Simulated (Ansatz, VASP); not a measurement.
## P in VASP and in Ansatz

```
CELL_PARAMETERS angstrom
0.00064 -2.45341 -0.00023
-4.87902 0.00170 0.00094
0.00079 -0.00046 -4.90592
ATOMIC_POSITIONS crystal
P 0.00011 0.99065 0.99983
P 0.00010 0.99060 0.50021
P 0.99999 0.50939 0.00008
P 0.99981 0.50936 0.49987
```

Change from the starting cell: cell x4, atoms moved at random (sigma 0.05 Å) and cell strained at random (1.5 %), then relaxed without symmetry.

Alike in both runs: functional PBE; k mesh 8 × 4 × 4; occupations gaussian, width 0.2 eV; no spin polarisation.

Ansatz relaxed the structure, and its values are those at the end. VASP's run is a single point on that final structure, the one shown.

|  | VASP | Ansatz |
| --- | --- | --- |
| version | VASP 6.6.1 | Ansatz 0.2.0 |
| potentials or method | VASP PAW PBE potentials, release 64 (P), cutoff 500 eV | scalar-relativistic, plane waves, PAW |
| valence electrons in the cell | 20 | 20 |

|  | VASP | Ansatz | Ansatz less VASP |
| --- | --- | --- | --- |
| gap on the k mesh at the Fermi level (eV) | none | none | - |
| pressure (GPa) | -0.1 | 0.1 | +0.27 |
| rms of the force components (eV/Å) | 0.009 | 0.001 | -0.0084 |

A gap of «none» marks a metal or a gap that the smearing closes.
